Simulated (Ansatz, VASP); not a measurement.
Cu in VASP and in Ansatz

Contents of INCAR:

```
SYSTEM = Cu
PREC = Accurate
ENCUT = 520
EDIFF = 1E-7
ISMEAR = 0
SIGMA = 0.1
LREAL = .FALSE.
LASPH = .TRUE.
NELM = 60
ALGO = Normal
ISIF = 2
LWAVE = .FALSE.
LCHARG = .TRUE.
GGA = PE
LELF = .TRUE.
LVHAR = .TRUE.
NBANDS = 30
```

Contents of KPOINTS:

```
Automatic mesh
0
G
  15 15 4
  0 0 0
```

POSCAR

```
Cu
1.0
    2.5670412900      0.0000000000      0.0000000000
   -1.2835206450      2.2231229697      0.0000000000
    0.0000000000      0.0000000000      8.3865575156
Cu
4
Direct
    0.0000000000      0.0000000000      0.0000000000
    0.3333333333      0.6666666667      0.2500000000
    0.0000000000      0.0000000000      0.5000000000
    0.6666666667      0.3333333333      0.7500000000
```

Input for Ansatz:

```yaml
crystal:
  lattice:
    - [2.56704129, 0.0, 0.0]
    - [-1.283520645, 2.2231229697, 0.0]
    - [0.0, 0.0, 8.3865575156]
  atoms:
    - { symbol: Cu, position: [0.0, 0.0, 0.0] }
    - { symbol: Cu, position: [0.3333333333, 0.6666666667, 0.25] }
    - { symbol: Cu, position: [0.0, 0.0, 0.5] }
    - { symbol: Cu, position: [0.6666666667, 0.3333333333, 0.75] }
basis:
  ecutwfc: 420
kpoints:
  mp_grid: { grid: [15, 15, 4] }
hamiltonian:
  xc: pbe
scf:
  occupations: { method: gaussian, width: 0.1 }
output:
  forces: true
  stress: true
  eigenvalues: true
```

Alike in both runs: task single point; functional PBE; k mesh 15 × 15 × 4; occupations gaussian, width 0.1 eV; no spin polarisation.

|  | VASP | Ansatz |
| --- | --- | --- |
| version | VASP 6.6.1 | Ansatz 0.2.0 |
| potentials or method | VASP PAW PBE potentials, release 64 (Cu), cutoff 520 eV | scalar-relativistic, plane waves, PAW |
| valence electrons in the cell | 44 | 76 |

|  | VASP | Ansatz | Ansatz less VASP |
| --- | --- | --- | --- |
| gap on the k mesh at the Fermi level (eV) | none | none | - |
| pressure (GPa) | 0.5 | -0.1 | -0.60 |
| traceless stress, the component that is largest in VASP (GPa) | 1.23 | 1.22 | -0.015 |

A gap of «none» marks a metal or a gap that the smearing closes. VASP's potentials hold 44 valence electrons a cell and Ansatz's 76, so a difference there can come from the potentials and not from the codes.
